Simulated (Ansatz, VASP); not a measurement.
## ZrH5 in VASP and in Ansatz

```
CELL_PARAMETERS angstrom
3.27999 0.00000 0.00000
-1.64000 2.84056 0.00000
0.00000 0.00000 4.11578
ATOMIC_POSITIONS crystal
Zr 0.00000 0.00000 0.50000
H 0.33333 0.66667 0.26689
H 0.66667 0.33333 0.26689
H 0.00000 0.00000 0.00000
H 0.33333 0.66667 0.73311
H 0.66667 0.33333 0.73311
```

Change from the starting cell: species swapped into the YMg5 type (C2/m, No. 12).

Alike in both runs: functional PBE; k mesh 12 × 12 × 8; occupations gaussian, width 0.1 eV; no spin polarisation.

Ansatz relaxed the structure, and its values are those at the end. VASP's run is a single point on that final structure, the one shown.

```csv
,VASP,Ansatz
version,VASP 6.6.1,Ansatz 0.2.0
potentials or method,"VASP PAW PBE potentials, release 64 (Zr_sv, H), cutoff 520 eV","scalar-relativistic, plane waves, PAW"
valence electrons in the cell,17,17
```

VASP gave:

* gap on the k mesh at the Fermi level (eV): none
* pressure (GPa): -0.1

Problem. Which values does Ansatz return?

Solution. gap on the k mesh at the Fermi level (eV): none; pressure (GPa): 0.0.

A gap of «none» marks a metal or a gap that the smearing closes. With one functional, cell and mesh, what is left measures potentials, basis and numerics.
